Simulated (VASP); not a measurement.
# K3C2: single point with PBE

The system is K3C2.

```
CELL_PARAMETERS angstrom
7.74482 0.00000 0.00000
0.00000 7.74482 0.00000
0.00000 0.00000 4.94979
ATOMIC_POSITIONS crystal
K 0.00000 0.00000 0.00000
K 0.50000 0.50000 0.00000
K 0.16311 0.66311 0.50000
K 0.33689 0.16311 0.50000
K 0.83689 0.33689 0.50000
K 0.66311 0.83689 0.50000
C 0.44196 0.94196 0.00000
C 0.05804 0.44196 0.00000
C 0.55804 0.05804 0.00000
C 0.94196 0.55804 0.00000
```

```yaml
Program: VASP 6.6.1
Task: single point
Functional: PBE
Potentials_or_basis: VASP PAW PBE potentials, release 64 (K_sv, C)
Cutoff: 520 eV
k_mesh: 2 × 2 × 4
Occupations: gaussian, width 0.1 eV
Spin: collinear spin, ferromagnetic start
Starting_moments: "[0.0, 0.0, 0.0, 0.0, 0.0, 0.0, 1.3, 1.3, 1.3, 1.3] μB"
Dipole_correction: no
Further_INCAR_settings: ALGO = Normal; EDIFF = 1e-06; NBANDS = 50
```

```yaml
Pressure: 0.1 GPa
Largest_force: 0.145 eV/Å
Net_moment: 1.88 μB per cell
Site_moments: K +0.04, +0.03; C +0.03 μB
Valence_electrons_inside_the_program's_atomic_spheres: K 7.56, 7.57; C 2.46
```

Forces in eV/Å, atoms in the order of the input:
```
K    0.000  0.000  0.000
K    0.000  0.000  0.000
K    0.008  0.008  0.000
K   -0.008  0.008  0.000
K   -0.008 -0.008  0.000
K    0.008 -0.008  0.000
C   -0.103 -0.103  0.000
C    0.103 -0.103  0.000
C    0.103  0.103  0.000
C   -0.103  0.103  0.000
```

Levels at points of the mesh, in eV from the Fermi level:
Spin up:
```csv
k point,band 33,band 34,band 35,band 36,band 37,band 38,band 39,band 40
"(0.00, 0.00, 0.00)",-3.44,-2.71,-0.95,-0.78,1.70,1.70,1.86,1.86
"(0.50, 0.00, 0.00)",-2.92,-2.92,-0.88,-0.88,1.64,1.64,1.98,1.98
"(0.50, 0.50, 0.00)",-2.90,-2.90,-0.91,-0.91,1.55,1.55,2.13,2.13
"(0.00, 0.00, 0.50)",-2.96,-2.66,-0.63,0.40,0.40,0.53,0.61,1.99
"(0.50, 0.00, 0.50)",-2.71,-2.71,-0.33,-0.33,0.84,0.84,1.39,1.39
"(0.50, 0.50, 0.50)",-2.66,-2.66,-0.32,-0.32,1.13,1.13,1.46,1.46
```
Spin down:
| k point | band 31 | band 32 | band 33 | band 34 | band 35 | band 36 | band 37 | band 38 |
| --- | --- | --- | --- | --- | --- | --- | --- | --- |
| (0.00, 0.00, 0.00) | -3.48 | -3.41 | -3.40 | -2.64 | -0.04 | 0.19 | 1.95 | 1.95 |
| (0.50, 0.00, 0.00) | -3.44 | -3.44 | -2.84 | -2.84 | 0.12 | 0.12 | 1.89 | 1.89 |
| (0.50, 0.50, 0.00) | -3.44 | -3.44 | -2.83 | -2.83 | 0.17 | 0.17 | 1.87 | 1.87 |
| (0.00, 0.00, 0.50) | -3.35 | -3.35 | -2.90 | -2.61 | 0.33 | 0.65 | 0.65 | 0.73 |
| (0.50, 0.00, 0.50) | -3.41 | -3.41 | -2.65 | -2.65 | 0.51 | 0.51 | 1.22 | 1.22 |
| (0.50, 0.50, 0.50) | -3.43 | -3.43 | -2.60 | -2.60 | 0.56 | 0.56 | 1.56 | 1.56 |

Run time: 6.3 min on 1 thread of Oxide Virtual Turin-like Processor (shared host), peak memory 0.53 GiB.

Caveat: the k points lie up to 0.41 Å⁻¹ apart.
